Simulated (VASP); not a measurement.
Input of a VASP 6.6.1 run:

File INCAR:

```
  ALGO = Normal
  EDIFF = 1E-7
  ENCUT = 520
  GGA = PS
  ISIF = 2
  ISMEAR = 0
  LASPH = True
  LCHARG = False
  LREAL = False
  LWAVE = False
  NBANDS = 36
  NELM = 60
  PREC = Accurate
  SIGMA = 0.1
```

The input KPOINTS:

```
k-points
0
Gamma
  4 4 4
```

Contents of POSCAR:

```
In2GaAs3
1.0
   -2.1401840000      2.1401840000      9.0600640000
    2.1401840000     -2.1401840000      9.0600640000
    2.1401840000      2.1401840000     -9.0600640000
In Ga As
2 1 3
Direct
    0.3367560000      0.3367560000      0.0000000000
    0.6632440000      0.6632440000      0.0000000000
    0.0000000000      0.0000000000      0.0000000000
    0.2500000000      0.7500000000      0.5000000000
    0.5754750000      0.0754750000      0.5000000000
    0.9245250000      0.4245250000      0.5000000000
```

Potentials or basis: VASP PAW PBE potentials, release 64 (In_d, Ga_d, As).

Command:

```bash
$ cat potpaw_PBE.64/In_d/POTCAR potpaw_PBE.64/Ga_d/POTCAR potpaw_PBE.64/As/POTCAR > POTCAR
$ mpirun -np 1 vasp_std > vasp.out
```

(1) What does it give for the band gap on the k mesh?

(2) Predict the pressure.

Results:

(1) zero (filled and empty bands touch).

(2) -2.4 GPa.

Caveat: the k points lie up to 0.38 Å⁻¹ apart; semilocal functionals underestimate gaps, so a narrow gap can read as zero; the PAW data sets were made with another functional, which shifts forces and pressure a little; spin-orbit coupling is left out, which moves the levels of the heavy elements.
